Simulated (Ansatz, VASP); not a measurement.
Al2Cu in VASP and in Ansatz

```
Al Cu
1.0
     4.10518    0.00000    0.00000
     0.00000    4.10518    0.00000
     0.00000    0.00000    2.89131
Al Cu
2 1
Direct
  0.50000 0.00000 0.50000
  0.00000 0.50000 0.50000
  0.00000 0.00000 0.00000
```

Alike in both runs: task electric field gradients; functional r2SCAN; dispersion D3(BJ); k mesh 9 × 9 × 13; occupations fermi-dirac, width 0.03 eV; no spin polarisation; Hubbard terms Cu d U = 5.0 eV.

|  | VASP | Ansatz |
| --- | --- | --- |
| version | VASP 6.6.1 | Ansatz 0.2.0 |
| potentials or method | VASP PAW PBE potentials, release 64 (Al, Cu) | PAW with Ansatz's default frozen-core files, scalar-relativistic |
| plane-wave cutoff (eV) | 520 | 500 |
| valence electrons in the cell | 17 | 25 |

Ansatz gave:

* gap on the k mesh at the Fermi level (eV): none
* pressure (GPa): -3.4
* traceless stress, the component that is largest in VASP (GPa): -0.84

Q: Which values does VASP return?

A: gap on the k mesh at the Fermi level (eV): none; pressure (GPa): -4.2; traceless stress, the component that is largest in VASP (GPa): -1.08.

VASP's potentials were made for PBE, not for r2SCAN. The programs project onto different local orbitals, so the same U acts differently, and such runs can settle in different states. A gap of «none» marks a metal or a gap that the smearing closes. VASP's potentials hold 17 valence electrons a cell and Ansatz's 25, so a difference there can come from the potentials and not from the codes. Ansatz's warnings: dispersion damping borrowed, filled band counts differ across k points.
